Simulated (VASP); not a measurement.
A run of VASP 6.6.1 is set up as follows.

Contents of INCAR:

```
SYSTEM = SnO
PREC = Accurate
ENCUT = 600
EDIFF = 1E-6
ISMEAR = 0
SIGMA = 0.01
LREAL = .FALSE.
LASPH = .TRUE.
NELM = 60
ALGO = Normal
ISIF = 3
LWAVE = .FALSE.
LCHARG = .FALSE.
GGA = PS
IBRION = 2
NSW = 100
EDIFFG = -0.005
```

The input KPOINTS:

```
regular mesh
0
G
  10 10 8
  0 0 0
```

Contents of POSCAR:

```
SnO
1.0
    3.8136952200      0.0000000000      0.0000000000
    0.0000000000      3.8136952200      0.0000000000
    0.0000000000      0.0000000000      4.8869133000
Sn O
2 2
Direct
    0.0000000000      0.5000000000      0.2353738600
    0.5000000000      0.0000000000      0.7646261400
    0.5000000000      0.5000000000      0.0000000000
    0.0000000000      0.0000000000      0.0000000000
```

Potentials or basis: VASP PAW PBE potentials, release 64 (Sn_d, O).

Launch:

```bash
$ cat potpaw_PBE.64/Sn_d/POTCAR potpaw_PBE.64/O/POTCAR > POTCAR
$ mpirun -np 1 vasp_std > vasp.out
```

Estimate the relaxed volume.

17.15 Å³/atom.

What does it give for the space group after relaxing (to 0.1 Å)?

P4/nmm (No. 129).

Estimate the band gap on the k mesh.

zero (bands 20 and 21 overlap by 0.13 eV).

The path:
| step | energy change (eV) | largest force (eV/Å) | pressure (GPa) | volume (Å³) |
| --- | --- | --- | --- | --- |
| 1 | 0.0000 | 0.1551 | -0.35 | 71.08 |
| 2 | -0.0027 | 0.0957 | -0.31 | 70.68 |
| 3 | -0.0058 | 0.0399 | -0.17 | 69.69 |
| 4 | -0.0080 | 0.0212 | 0.20 | 69.18 |
| 5 | -0.0088 | 0.0775 | 0.55 | 68.70 |
| 6 | -0.0103 | 0.0184 | 0.12 | 68.71 |
| 7 | -0.0106 | 0.0235 | -0.16 | 68.72 |
| 8 | -0.0106 | 0.0195 | -0.15 | 68.72 |
| 9 | -0.0106 | 0.0044 | -0.08 | 68.63 |
| 10 | -0.0106 | 0.0057 | -0.03 | 68.57 |
| 11 | -0.0106 | 0.0045 | -0.03 | 68.58 |
| 12 | -0.0106 | 0.0006 | -0.05 | 68.60 |
| 13 | -0.0106 | 0.0011 | -0.02 | 68.59 |

Caveat: semilocal functionals underestimate gaps, so a narrow gap can read as zero; the PAW data sets were made with another functional, which shifts forces and pressure a little; spin-orbit coupling is left out, which moves the levels of the heavy elements.
